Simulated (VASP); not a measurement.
# SiGe (sol2) (P6_3mc) in VASP: relaxation of the atoms with PBEsol

Aim: the relaxation of the atoms of SiGe (sol2) with PBEsol.

Program: VASP 6.6.1. These are calculated values, not measurements. Logs are shortened: lines on timing, memory, paths and dates and some standing lists are left out, and cuts for length are marked.

### Step 1. The cell of the first run

It takes space group P6_3mc (No. 186, hexagonal). The conventional cell has a = 3.842 Å, b = 3.842 Å, c = 6.501 Å, α = 90.00°, β = 90.00°, γ = 120.00°. Si (site symmetry 3m) has 4 Ge at 2.36 to 2.43 Å within 3.1 Å. Ge (site symmetry 3m) has 4 Si at 2.36 to 2.43 Å within 3.1 Å.

### Step 2. Relaxation of the atoms, PBEsol (strained cell)

INCAR reads:

```
PREC = Accurate ; ENCUT = 450
EDIFF = 1E-7 ; ISMEAR = 0
SIGMA = 0.02 ; LREAL = False
LASPH = True ; NELM = 120
ALGO = Normal ; ISIF = 2
LWAVE = False ; LCHARG = False
GGA = PS ; IBRION = 2
NSW = 60 ; EDIFFG = -0.002
GGA_COMPAT = False ; NELMIN = 4
```

KPOINTS reads:

```
regular mesh
0
Gamma
  9 9 6
```

POSCAR reads:

```
SiGe
1.0
    3.8420878777      0.0000000000      0.0000000000
   -1.9210439389      3.3273457057      0.0000000000
    0.0000000000      0.0000000000      6.5007602922
Si Ge
2 2
Direct
    0.3333333333      0.6666666667     -0.0000565409
    0.6666666667      0.3333333333      0.4999434591
    0.3333333333      0.6666666667      0.3740565409
    0.6666666667      0.3333333333      0.8740565409
```

Potentials or basis: VASP PAW PBE potentials, release 64 (Si, Ge_d).

Command:

```sh
> cat potpaw_PBE.64/Si/POTCAR potpaw_PBE.64/Ge_d/POTCAR > POTCAR
> mpirun -np 1 vasp_std > vasp.out
```

OUTCAR:

```text
PREC = Accurate
   ENCUT = 450
   EDIFF = 1E-7
   ISMEAR = 0
   LREAL = False
   LASPH = True
   NELM = 120
   ISIF = 2
   GGA = PS
   IBRION = 2
   NSW = 60
   EDIFFG = -0.002
   NELMIN = 4

 ion  position               nearest neighbor table
   1  0.333  0.667  1.000-   4 2.36   4 2.36   4 2.36   3 2.43
   2  0.667  0.333  0.500-   3 2.36   3 2.36   3 2.36   4 2.43
   3  0.333  0.667  0.374-   2 2.36   2 2.36   2 2.36   1 2.43
   4  0.667  0.333  0.874-   1 2.36   1 2.36   1 2.36   2 2.43

  LATTYP: Found a hexagonal cell.
 ALAT       =     3.8420878777
 C/A-ratio  =     1.6919863624

  Lattice vectors:

 A1 = (   3.8420878777,   0.0000000000,   0.0000000000)
 A2 = (  -1.9210439389,   3.3273457057,   0.0000000000)
 A3 = (   0.0000000000,   0.0000000000,   6.5007602922)

Analysis of symmetry for initial positions (statically):
=====================================================================
 Subroutine PRICEL returns:
 Original cell was already a primitive cell.

 Routine SETGRP: Setting up the symmetry group for a
 hexagonal supercell.

 Subroutine GETGRP returns: Found 12 space group operations
 (whereof  6 operations were pure point group operations)
 out of a pool of 24 trial point group operations.

The static configuration has the point symmetry C_3v.
 The point group associated with its full space group is C_6v.

Analysis of symmetry for dynamics (positions and initial velocities):
=====================================================================
 Subroutine PRICEL returns:
 Original cell was already a primitive cell.

 Routine SETGRP: Setting up the symmetry group for a
 hexagonal supercell.

 Subroutine GETGRP returns: Found 12 space group operations
 (whereof  6 operations were pure point group operations)
 out of a pool of 24 trial point group operations.

The dynamic configuration has the point symmetry C_3v.
 The point group associated with its full space group is C_6v.

 Subroutine INISYM returns: Found 12 space group operations
 (whereof  6 operations are pure point group operations),
 and found     1 'primitive' translations

----------------------------------------------------------------------------------------

                                     Primitive cell

  volume of cell :      83.1054

  direct lattice vectors                    reciprocal lattice vectors
     3.842087878  0.000000000  0.000000000     0.260275150  0.150269928  0.000000000
    -1.921043939  3.327345706  0.000000000     0.000000000  0.300539856  0.000000000
     0.000000000  0.000000000  6.500760292     0.000000000  0.000000000  0.153828161

  length of vectors
     3.842087878  3.842087878  6.500760292     0.300539856  0.300539856  0.153828161

  position of ions in fractional coordinates (direct lattice)
     0.333333333  0.666666667  0.999943459
     0.666666667  0.333333333  0.499943459
     0.333333333  0.666666667  0.374056541
     0.666666667  0.333333333  0.874056541

  ion indices of the primitive-cell ions
   primitive index   ion index
                 1           1
                 2           2
                 3           3
                 4           4

----------------------------------------------------------------------------------------

 KPOINTS: regular mesh

Automatic generation of k-mesh.
 Grid dimensions read from file:
 generate k-points for:    9    9    6

 Generating k-lattice:

  Cartesian coordinates                     Fractional coordinates (reciprocal lattice)
     0.028919461  0.016696659  0.000000000     0.111111111  0.000000000  0.000000000
     0.000000000  0.033393317  0.000000000     0.000000000  0.111111111  0.000000000
     0.000000000  0.000000000  0.025638027     0.000000000  0.000000000  0.166666667

  Length of vectors
     0.033393317  0.033393317  0.025638027

  Shift w.r.t. Gamma in fractional coordinates (k-lattice)
     0.000000000  0.000000000  0.000000000

 Subroutine IBZKPT returns following result:
 ===========================================

 Found     48 irreducible k-points:

 Following reciprocal coordinates:
            Coordinates               Weight
  0.000000  0.000000  0.000000      1.000000
  0.111111 -0.000000  0.000000      6.000000
  0.222222 -0.000000  0.000000      6.000000
  0.333333  0.000000  0.000000      6.000000
  0.444444 -0.000000  0.000000      6.000000
  0.111111  0.111111  0.000000      6.000000
[... 16 lines left out ...]
  0.333333  0.222222  0.166667     24.000000
  0.333333  0.333333  0.166667      4.000000
 [... further k-points ...]
   k-points           NKPTS =     48   k-points in BZ     NKDIM =     48   number of bands    NBANDS=     22
   number of dos      NEDOS =    301   number of ions     NIONS =      4
   total plane-waves  NPLWV =  37632
   dimension x,y,z NGX =    28 NGY =   28 NGZ =   48
   dimension x,y,z NGXF=    56 NGYF=   56 NGZF=   96
   ions per type =               2   2
   NGX,Y,Z   is equivalent  to a cutoff of  12.12, 12.12, 12.28 a.u.
   NGXF,Y,Z  is equivalent  to a cutoff of  24.23, 24.23, 24.55 a.u.
 SYSTEM =  unknown system
   PREC   = accura    normal or accurate (medium, high low for compatibility)
   ISTART =      0    job   : 0-new  1-cont  2-samecut
   ICHARG =      2    charge: 1-file 2-atom 10-const
   ISPIN  =      1    spin polarized calculation?
   LNONCOLLINEAR =      F non collinear calculations
   LSORBIT =      F    spin-orbit coupling
   LASPH  =      T    aspherical Exc in radial PAW
   ENCUT  =  450.0 eV  33.07 Ry    5.75 a.u.   6.65  6.65 11.24*2*pi/ulx,y,z
   NELM   =    120;   NELMIN=  4; NELMDL= -5     # of ELM steps
   EDIFF  = 0.1E-06   stopping-criterion for ELM
   LREAL  =      F    real-space projection
   EDIFFG = -.2E-02   stopping-criterion for IOM
   NSW    =     60    number of steps for IOM
   IBRION =      2    ionic relax: 0-MD 1-quasi-New 2-CG
   NFREE  =      1    steps in history (QN), initial steepest desc. (CG)
   ISIF   =      2    stress and relaxation
   ISYM   =      2    0-nonsym 1-usesym 2-fastsym
   POTIM  = 0.5000    time-step for ionic-motion
   TEBEG  =    0.0;   TEEND  =   0.0 temperature during run
   PSTRESS=    0.0 pullay stress
   NELECT =      36.0000    total number of electrons
   NUPDOWN=      -1.0000    fix difference up-down
   EMIN   =  10.00;   EMAX   =-10.00  energy-range for DOS
   EFERMI =   0.00;   METHOD = LEGACY
   ISMEAR =     0;   SIGMA  =   0.02  broadening in eV -4-tet -1-fermi 0-gaus
   EFERMI_NEDOS =   21; number of points for ismear=-14 and -15
   IALGO  =     38    algorithm
   IMIX   =      4    mixing-type and parameters
     AMIX     =   0.40;   BMIX     =  1.00
     AMIX_MAG =   1.60;   BMIX_MAG =  1.00
  volume/ion in A,a.u.               =      20.78       140.21
  Fermi-wavevector in a.u.,A,eV,Ry     =   1.238699  2.340802 20.876451  1.534376
  Thomas-Fermi vector in A             =   2.373214
   LORBIT       =      0    0 simple, 1 ext, 2 COOP (PROOUT), +10 PAW based schemes
   GGA     = PS    functional components
   LHFCALC =     F    Hartree Fock is set to
   AEXX    =    0.0000 exact exchange contribution
   IVDW    =     0    specifies the selected vdW correction
   LEPSILON=     F    determine dielectric tensor
   LRPA    =     F    only Hartree local field effects (RPA)
 conjugate gradient relaxation of ions
 non-spin polarized calculation
 Gauss-broadening in eV      SIGMA  =   0.02
  energy-cutoff  :      450.00
  volume of cell :       83.11
 maximum number of plane-waves:      1840
 NGX is ok and might be reduce to    28
   NGX = 13   NGY = 13   NGZ = 23

--------------------------------------- Ionic step        1  -------------------------------------------

 number of electron      35.9999997 magnetization

 Free energy of the ion-electron system (eV)
  ---------------------------------------------------
  ext. energy  EPLUGINS =         0.00000000
  ---------------------------------------------------
  free energy    TOTEN  =       -21.22718993 eV

  energy without entropy =      -21.22718993  energy(sigma->0) =      -21.22718993

------------------------ aborting loop because EDIFF is reached ----------------------------------------

  FORCE on cell =-STRESS in cart. coord.  units (eV):
  Direction    XX          YY          ZZ          XY          YZ          ZX
  --------------------------------------------------------------------------------------
  -------------------------------------------------------------------------------------
  Total        1.7695591      1.7695591     -0.8690620     -0.0000000      0.0000000      0.0000000
  in kB       34.1150712     34.1150712    -16.7545187     -0.0000000      0.0000000      0.0000000
  external PRESSURE =      17.1585413 kB  Pullay stress =       0.0000000 kB

 VOLUME and BASIS-vectors are now :
 -----------------------------------------------------------------------------
  energy-cutoff  :      450.00
  volume of cell :       83.11
      direct lattice vectors                 reciprocal lattice vectors
     3.842087878  0.000000000  0.000000000     0.260275150  0.150269928  0.000000000
    -1.921043939  3.327345706  0.000000000     0.000000000  0.300539856  0.000000000
     0.000000000  0.000000000  6.500760292     0.000000000  0.000000000  0.153828161
[... 39 lines left out ...]
 POSITION                                       TOTAL-FORCE (eV/Angst)
 -----------------------------------------------------------------------------------
     -0.00000      2.21823      0.01181         0.000000      0.000000     -0.041043
      1.92104      1.10912      3.26219         0.000000      0.000000     -0.041043
     -0.00000      2.21823      2.41948        -0.000000      0.000000      0.041043
      1.92104      1.10912      5.66986         0.000000     -0.000000      0.041043
 -----------------------------------------------------------------------------------
    total drift:                                0.000000      0.000000     -0.002433

  FREE ENERGIE OF THE ION-ELECTRON SYSTEM (eV)
  ---------------------------------------------------
  free  energy   TOTEN  =       -21.2324205519 eV

  energy  without entropy=      -21.2324205519  energy(sigma->0) =      -21.23242055

--------------------------------------- Ionic step        3  -------------------------------------------

 number of electron      36.0000012 magnetization

 Free energy of the ion-electron system (eV)
  ---------------------------------------------------
  ext. energy  EPLUGINS =         0.00000000
  ---------------------------------------------------
  free energy    TOTEN  =       -21.23255557 eV

  energy without entropy =      -21.23255557  energy(sigma->0) =      -21.23255557

 E-fermi :   6.0206     XC(G=0):  -9.9759

 val. band max:        5.8449117659   @ k =   0.0000   0.0000   0.0000
 cond. band min:       6.1325430836   @ k =   0.4444  -0.0000   0.3333
 fundamental gap:      0.2876313177
 Fermi energy:         6.0206300695

 k-point     1 :       0.0000    0.0000    0.0000
  band No.  band energies     occupation
      1     -18.7692      2.00000
      2     -18.7684      2.00000
      3     -18.7647      2.00000
      4     -18.7647      2.00000
      5     -18.7615      2.00000
      6     -18.7615      2.00000
[... 14 lines left out ...]
     21       7.9169      0.00000
     22       7.9169      0.00000
[... 552 lines left out ...]
  band No.  band energies     occupation
      1     -18.7677      2.00000
      2     -18.7677      2.00000
      3     -18.7621      2.00000
      4     -18.7585      2.00000
      5     -18.7585      2.00000
      6     -18.7570      2.00000
[... 14 lines left out ...]
     21       9.1391      0.00000
     22      11.6275      0.00000

 [... further k-points ...]

------------------------ aborting loop because EDIFF is reached ----------------------------------------

  FORCE on cell =-STRESS in cart. coord.  units (eV):
  Direction    XX          YY          ZZ          XY          YZ          ZX
  --------------------------------------------------------------------------------------
  -------------------------------------------------------------------------------------
  Total        1.5065449      1.5065449     -0.5186857     -0.0000000      0.0000000      0.0000000
  in kB       29.0444593     29.0444593     -9.9996656     -0.0000000      0.0000000      0.0000000
  external PRESSURE =      16.0297510 kB  Pullay stress =       0.0000000 kB

 VOLUME and BASIS-vectors are now :
 -----------------------------------------------------------------------------
  energy-cutoff  :      450.00
  volume of cell :       83.11
      direct lattice vectors                 reciprocal lattice vectors
     3.842087878  0.000000000  0.000000000     0.260275150  0.150269928  0.000000000
    -1.921043939  3.327345706  0.000000000     0.000000000  0.300539856  0.000000000
     0.000000000  0.000000000  6.500760292     0.000000000  0.000000000  0.153828161

 POSITION                                       TOTAL-FORCE (eV/Angst)
 -----------------------------------------------------------------------------------
     -0.00000      2.21823      0.01016        -0.000000     -0.000000      0.000233
      1.92104      1.10912      3.26054        -0.000000      0.000000      0.000233
     -0.00000      2.21823      2.42113        -0.000000      0.000000     -0.000233
      1.92104      1.10912      5.67151         0.000000      0.000000     -0.000233
 -----------------------------------------------------------------------------------
    total drift:                                0.000000      0.000000     -0.003079

  FREE ENERGIE OF THE ION-ELECTRON SYSTEM (eV)
  ---------------------------------------------------
  free  energy   TOTEN  =       -21.2325555735 eV

  energy  without entropy=      -21.2325555735  energy(sigma->0) =      -21.23255557

 reached required accuracy - stopping structural energy minimisation
```

Wall time 3 min (1 thread of Intel Xeon 8259CL, shared host); peak memory 0.22 GiB.

What came out:

```
Free energy               : -21.2326 eV
Energy gained by relaxing : 1.3 meV/atom
Ionic steps               : 3
Pressure after relaxing   : 1.6 GPa
Band gap on the k mesh    : 0.29 eV, indirect (least direct gap 0.70 eV)
```

Step by step:
| step | energy change (eV) | largest force (eV/Å) | pressure (GPa) |
| --- | --- | --- | --- |
| 1 | 0.0000 | 0.2524 | 1.72 |
| 2 | -0.0052 | 0.0410 | 1.59 |
| 3 | -0.0054 | 0.0002 | 1.60 |

Final structure:
```xyz
4
Lattice="3.8421 0.0000 0.0000 -1.9210 3.3273 0.0000 0.0000 0.0000 6.5008" Properties=species:S:1:pos:R:3 pbc="T T T"
Si    0.0000    2.2182    0.0102
Si    1.9210    1.1091    3.2605
Ge    0.0000    2.2182    2.4211
Ge    1.9210    1.1091    5.6715
```

Levels at points of the mesh, in eV from the valence-band top:
```csv
k point,band 14,band 15,band 16,band 17,band 18,band 19,band 20,band 21,band 22
"(0.00, 0.00, 0.00)",-1.53,-1.53,-0.55,0.00,0.00,0.70,1.32,2.07,2.07
"(0.00, 0.00, 0.50)",-4.85,-0.94,-0.94,-0.94,-0.94,1.45,1.45,3.10,3.10
```

Caveat: the cell differs from its parent crystal (strained cell); the PAW data sets were made with another functional, which shifts forces and pressure a little.
